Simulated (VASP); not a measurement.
Runs of VASP 6.6.1 on Hf. The structure is that of space group P6/mmm (No. 191), or close to it. The cells are those of the table. This isn't the form of Hf at room conditions, which is hcp.

```csv
cell,k mesh,gap on the mesh (eV),pressure (GPa)
"a = 4.785, b = 4.785, c = 2.977 Å, angles 90.0, 90.0, 120.0°, 3 atoms",8 × 8 × 12,none,10.7
"a = 4.920, b = 4.920, c = 3.061 Å, angles 90.0, 90.0, 120.0°, 3 atoms",8 × 8 × 12,none,-0.3
"a = 4.853, b = 4.853, c = 3.020 Å, angles 90.0, 90.0, 120.0°, 3 atoms",8 × 8 × 12,none,(b)
"a = 4.984, b = 4.984, c = 3.102 Å, angles 90.0, 90.0, 120.0°, 3 atoms",8 × 8 × 12,none,-4.5
"a = 5.109, b = 5.109, c = 3.179 Å, angles 90.0, 90.0, 120.0°, 3 atoms",8 × 8 × 12,none,-10.8
"a = 4.714, b = 4.714, c = 2.934 Å, angles 90.0, 90.0, 120.0°, 3 atoms",8 × 8 × 12,none,18.0
"a = 4.920, b = 4.920, c = 3.061 Å, angles 90.0, 90.0, 120.0°, 3 atoms",10 × 10 × 14,none,-0.3
"a = 5.048, b = 5.048, c = 3.141 Å, angles 90.0, 90.0, 120.0°, 3 atoms",8 × 8 × 12,none,(a)
```

Alike in all rows: task single point; level PBEsol; potentials or basis VASP PAW PBE potentials, release 64 (Hf_pv); no spin polarisation; cutoff (eV) 520; smearing fermi-dirac 0.1 eV.

Fill in the values left out.

(a) -7.9; (b) 4.7.

Caveats: the PAW data sets were made with another functional, which shifts forces and pressure a little; spin-orbit coupling is left out, which moves the levels of the heavy elements; the cell stands under pressure (at least some runs); the cell stands under tension (at least some runs).

A k mesh can miss the band edges, and the runs leave out spin-orbit coupling on Hf.

A gap of «none» marks levels without a gap at the run's occupations.
